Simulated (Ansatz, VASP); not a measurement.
# WS2: VASP beside Ansatz

Contents of INCAR:

```
SYSTEM = WS2
PREC = Accurate
ENCUT = 500
EDIFF = 1E-6
ISMEAR = 1
SIGMA = 0.1
LREAL = .FALSE.
LASPH = .TRUE.
NELM = 120
ALGO = Normal
ISIF = 2
LWAVE = .FALSE.
LCHARG = .TRUE.
GGA = CA
LELF = .TRUE.
LVHAR = .TRUE.
NBANDS = 20
GGA_COMPAT = .FALSE.
```

File KPOINTS:

```
Automatic mesh
0
G
  6 6 1
  0 0 0
```

The input POSCAR:

```
WS2
1.0
    3.1835200000      0.0000000000      0.0000000000
   -1.5917600000      2.7570100000      0.0000000000
    0.0000000000      0.0000000000     16.9505800000
W S
1 2
Direct
    0.3531170450      0.6492246034      0.0005424842
    0.6626510006      0.3110058866      0.9070805758
    0.6895577110      0.3354819958      0.0905539246
```

Input for Ansatz:

```yaml
crystal:
  lattice:
    - [3.18352, 0.0, 0.0]
    - [-1.59176, 2.75701, 0.0]
    - [0.0, 0.0, 16.95058]
  atoms:
    - { symbol: W, position: [0.3531170450136806, 0.6492246033668634, 0.000542484193252553] }
    - { symbol: S, position: [0.6626510006337988, 0.31100588658310874, 0.90708057584162] }
    - { symbol: S, position: [0.6895577110406816, 0.3354819957571346, 0.0905539246129598] }
basis:
  ecutwfc: 450.0
kpoints:
  mp_grid:
    grid: [6, 6, 1]
hamiltonian:
  xc: lda
scf:
  max_iter: 50
  occupations:
    method: cold
    width: 0.1
output:
  forces: true
```

Alike in both runs: task single point; functional LDA; k mesh 6 × 6 × 1; no spin polarisation.

|  | VASP | Ansatz |
| --- | --- | --- |
| version | VASP 6.6.1 | Ansatz 0.2.0 |
| potentials or method | VASP PAW LDA potentials, release 64 (W_sv, S), cutoff 500 eV | plane waves, PAW |
| occupations | methfessel-paxton of order 1, width 0.1 eV | cold, width 0.1 eV |
| valence electrons in the cell | 26 | 26 |

```csv
,VASP,Ansatz,Ansatz less VASP
rms of the force components (eV/Å),0.590,0.592,+0.0018
```

LDA's correlation is that of Perdew and Zunger in VASP and of Perdew and Wang (1992) in Ansatz. Atom by atom the forces differ by 0.019 eV/Å (rms over components).

Neither program's run includes spin-orbit coupling.
